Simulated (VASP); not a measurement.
The system is CoAu.

```
Co Au
1.0
     0.00000    2.51390    2.51390
     2.51390    0.00000    2.51390
     2.51390    2.51390    0.00000
Co Au
1 1
Direct
  0.00000 0.00000 0.00000
  0.75000 0.75000 0.75000
```

* Program: VASP 6.6.1
* Task: relaxation of cell and atoms
* Functional: PBE
* Potentials or basis: VASP PAW PBE potentials, release 64 (Co, Au)
* Cutoff: 600 eV
* k mesh: 6 × 6 × 6
* Occupations: gaussian, width 0.1 eV
* Spin: collinear spin, ferromagnetic start
* Starting moments: [1.72, 0.3] μB

At the start: pressure 55.1 GPa; volume 15.89 Å³/atom.

Question: How do energy, volume and symmetry change on relaxing?

Answer: Over 4 steps the energy falls by 783.8 meV/atom and the volume is 22.36 Å³/atom (+40.7 %); space group F-43m (No. 216, to 0.1 Å) before and after; moment 2.21 μB per cell.

The path:
| step | energy change (eV) | largest force (eV/Å) | pressure (GPa) | volume (Å³) |
| --- | --- | --- | --- | --- |
| 1 | 0.0000 | 0.0000 | 55.06 | 31.77 |
| 2 | -0.6387 | 0.0000 | -10.14 | 64.07 |
| 3 | -1.5673 | 0.0000 | -0.44 | 45.01 |
| 4 | -1.5677 | 0.0000 | 0.06 | 44.72 |

Final structure:
```xyz
2
Lattice="0.0000 2.8172 2.8172 2.8172 0.0000 2.8172 2.8172 2.8172 0.0000" Properties=species:S:1:pos:R:3 pbc="T T T"
Co    0.0000    0.0000    0.0000
Au    4.2258    4.2258    4.2258
```

Caveat: the k points lie up to 0.32 Å⁻¹ apart in the final cell; the volume moved by over 15 % at a fixed basis, so the end points are rough.
